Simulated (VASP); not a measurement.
# PtSe2 (Sudovikovite) (P-3m1) in VASP: a series of runs, part 2 of 2

VASP 6.6.1. Earlier steps stand in the parts before.

## Step 3: Single point, PBE

INCAR reads:

```
SYSTEM = PtSe2
ALGO     = Normal         ! electronic algorithm
EDIFF    = 1E-6           ! SCF threshold, eV
ENCUT    = 520            ! plane-wave cutoff, eV
GGA      = PE             ! functional
ISIF     = 2              ! what is computed and relaxed
ISMEAR   = 0              ! smearing method
LASPH    = .TRUE.         ! aspherical terms in the spheres
LCHARG   = .FALSE.        ! write CHGCAR
LREAL    = .FALSE.        ! projectors in reciprocal space
LWAVE    = .FALSE.        ! write WAVECAR
NBANDS   = 18             ! bands
NELM     = 80             ! most SCF steps
PREC     = Accurate       ! precision mode
SIGMA    = 0.017          ! smearing width, eV
```

KPOINTS reads:

```
k-points
0
G
  8 8 5
  0 0 0
```

POSCAR reads:

```
PtSe2
1.0
    3.7240000000      0.0000000000      0.0000000000
   -1.8620000000      3.2250786037      0.0000000000
    0.0000000000      0.0000000000      5.0620000000
Pt Se
1 2
Direct
    0.0000000000      0.0000000000      0.0000000000
    0.6666666667      0.3333333333      0.7500000000
    0.3333333333      0.6666666667      0.2500000000
```

Potentials or basis: VASP PAW PBE potentials, release 64 (Pt, Se).

Launch:

```console
$ cat potpaw_PBE.64/Pt/POTCAR potpaw_PBE.64/Se/POTCAR > POTCAR
$ mpirun -np 1 vasp_std > vasp.out
```

OUTCAR:

```text
SYSTEM = PtSe2
   EDIFF = 1E-6
   ENCUT = 520
   GGA = PE
   ISIF = 2
   ISMEAR = 0
   LASPH = .TRUE.
   LREAL = .FALSE.
   NELM = 80
   PREC = Accurate

 ion  position               nearest neighbor table
   1  0.000  0.000  0.000-   2 2.49   3 2.49   2 2.49   3 2.49   2 2.49   3 2.49
   2  0.667  0.333  0.750-   1 2.49   1 2.49   1 2.49
   3  0.333  0.667  0.250-   1 2.49   1 2.49   1 2.49

  LATTYP: Found a hexagonal cell.
 ALAT       =     3.7240000000
 C/A-ratio  =     1.3592910849

  Lattice vectors:

 A1 = (   3.7240000000,   0.0000000000,   0.0000000000)
 A2 = (  -1.8620000000,   3.2250786037,   0.0000000000)
 A3 = (   0.0000000000,   0.0000000000,   5.0620000000)

Analysis of symmetry for initial positions (statically):
=====================================================================
 Subroutine PRICEL returns:
 Original cell was already a primitive cell.

 Routine SETGRP: Setting up the symmetry group for a
 hexagonal supercell.

 Subroutine GETGRP returns: Found 12 space group operations
 (whereof 12 operations were pure point group operations)
 out of a pool of 24 trial point group operations.

The static configuration has the point symmetry D_3d.

Analysis of symmetry for dynamics (positions and initial velocities):
=====================================================================
 Subroutine PRICEL returns:
 Original cell was already a primitive cell.

 Routine SETGRP: Setting up the symmetry group for a
 hexagonal supercell.

 Subroutine GETGRP returns: Found 12 space group operations
 (whereof 12 operations were pure point group operations)
 out of a pool of 24 trial point group operations.

The dynamic configuration has the point symmetry D_3d.

 Subroutine INISYM returns: Found 12 space group operations
 (whereof 12 operations are pure point group operations),
[... 114 lines left out ...]
   EFERMI_NEDOS =   21; number of points for ismear=-14 and -15
   IALGO  =     38    algorithm
   IMIX   =      4    mixing-type and parameters
     AMIX     =   0.40;   BMIX     =  1.00
     AMIX_MAG =   1.60;   BMIX_MAG =  1.00
  volume/ion in A,a.u.               =      20.27       136.76
  Fermi-wavevector in a.u.,A,eV,Ry     =   1.166608  2.204570 18.517184  1.360975
  Thomas-Fermi vector in A             =   2.303119
   LORBIT       =      0    0 simple, 1 ext, 2 COOP (PROOUT), +10 PAW based schemes
   GGA     = PE    functional components
   LHFCALC =     F    Hartree Fock is set to
   AEXX    =    0.0000 exact exchange contribution
   IVDW    =     0    specifies the selected vdW correction
   LEPSILON=     F    determine dielectric tensor
   LRPA    =     F    only Hartree local field effects (RPA)
 non-spin polarized calculation
 Gauss-broadening in eV      SIGMA  =   0.02
  energy-cutoff  :      520.00
  volume of cell :       60.80
 maximum number of plane-waves:      1654
   NGX = 13   NGY = 13   NGZ = 19

 number of electron      21.9999999 magnetization

 Free energy of the ion-electron system (eV)
  ---------------------------------------------------
  ext. energy  EPLUGINS =         0.00000000
  ---------------------------------------------------
  free energy    TOTEN  =       -14.18505113 eV

  energy without entropy =      -14.18490086  energy(sigma->0) =      -14.18497600

 E-fermi :   6.6346     XC(G=0): -10.6315

 val. band max:        6.5867317984   @ k =   0.0000   0.1250   0.2000
 cond. band min:       6.6516685764   @ k =   0.3750   0.2500   0.0000
 fundamental gap:      0.0649367780
 Fermi energy:         6.6346180402

 k-point     1 :       0.0000    0.0000    0.0000
  band No.  band energies     occupation
      1      -9.1763      2.00000
      2      -6.3507      2.00000
      3      -0.6624      2.00000
      4       0.0361      2.00000
      5       0.0361      2.00000
      6       2.4914      2.00000
[... 481 lines left out ...]
      5       0.7396      2.00000
      6       1.5328      2.00000
[... 10 lines left out ...]
     17      15.0010      0.00000
     18      15.5595      0.00000

 [... further k-points ...]

------------------------ aborting loop because EDIFF is reached ----------------------------------------

  FORCE on cell =-STRESS in cart. coord.  units (eV):
  Direction    XX          YY          ZZ          XY          YZ          ZX
  --------------------------------------------------------------------------------------
  -------------------------------------------------------------------------------------
  Total        2.9958825      2.9958825      2.3377460      0.0000000      0.0000000      0.0000000
  in kB       78.9520186     78.9520186     61.6078131      0.0000000      0.0000000      0.0000000
  external PRESSURE =      73.1706168 kB  Pullay stress =       0.0000000 kB

 VOLUME and BASIS-vectors are now :
 -----------------------------------------------------------------------------
  energy-cutoff  :      520.00
  volume of cell :       60.80
      direct lattice vectors                 reciprocal lattice vectors
     3.724000000  0.000000000  0.000000000     0.268528464  0.155034981  0.000000000
    -1.862000000  3.225078604  0.000000000     0.000000000  0.310069962  0.000000000
     0.000000000  0.000000000  5.062000000     0.000000000  0.000000000  0.197550375

 POSITION                                       TOTAL-FORCE (eV/Angst)
 -----------------------------------------------------------------------------------
      0.00000      0.00000      0.00000        -0.000000      0.000000      0.000000
      1.86200      1.07503      3.79650         0.000000     -0.000000     -0.575088
     -0.00000      2.15005      1.26550        -0.000000      0.000000      0.575088
 -----------------------------------------------------------------------------------
    total drift:                               -0.000000     -0.000000     -0.000000

  FREE ENERGIE OF THE ION-ELECTRON SYSTEM (eV)
  ---------------------------------------------------
  free  energy   TOTEN  =       -14.1850511271 eV

  energy  without entropy=      -14.1849008631  energy(sigma->0) =      -14.18497600
```

OSZICAR:

```text
N       E                     dE             d eps       ncg     rms          rms(c)
DAV:   1     0.109741581872E+03    0.10974E+03   -0.99724E+03  1456   0.107E+03
DAV:   2    -0.998179651892E+01   -0.11972E+03   -0.11573E+03  1780   0.213E+02
DAV:   3    -0.149426792430E+02   -0.49609E+01   -0.49281E+01  1710   0.428E+01
DAV:   4    -0.149805431327E+02   -0.37864E-01   -0.37848E-01  1804   0.410E+00
DAV:   5    -0.149809323204E+02   -0.38919E-03   -0.38918E-03  1722   0.404E-01    0.131E+01
DAV:   6    -0.143957612436E+02    0.58517E+00   -0.41210E+00  1488   0.186E+01    0.802E+00
DAV:   7    -0.142068873981E+02    0.18887E+00   -0.81996E-01  1468   0.877E+00    0.394E+00
DAV:   8    -0.141865044592E+02    0.20383E-01   -0.45386E-02  1596   0.169E+00    0.822E-01
DAV:   9    -0.141848501039E+02    0.16544E-02   -0.66350E-03  1654   0.746E-01    0.152E-01
DAV:  10    -0.141850410130E+02   -0.19091E-03   -0.96464E-04  1662   0.202E-01    0.406E-02
DAV:  11    -0.141850469572E+02   -0.59442E-05   -0.31630E-05  1864   0.480E-02    0.275E-02
DAV:  12    -0.141850505944E+02   -0.36372E-05   -0.10384E-05  1542   0.205E-02    0.351E-03
DAV:  13    -0.141850511271E+02   -0.53269E-06   -0.72320E-07  1204   0.554E-03
   1 F= -.14185051E+02 E0= -.14184976E+02  d E =-.150264E-03
```

Wall time 52 s (1 thread of Intel Xeon Platinum 8259CL at 2.50GHz (Skylake/Cascade Lake), shared host); peak memory 0.19 GiB.

What came out:

```
Free energy            : -14.1851 eV
Pressure               : 7.3 GPa
Largest force          : 0.575 eV/Å
Band gap on the k mesh : zero (band 11 reaches 6.95 eV, above the bottom of band 12 at 6.65 eV)
```

Forces in eV/Å, atoms in the order of the input:
```
Pt   0.000  0.000  0.000
Se   0.000  0.000 -0.575
Se   0.000  0.000  0.575
```

Caveat: spin-orbit coupling is left out, which moves the levels of the heavy elements.
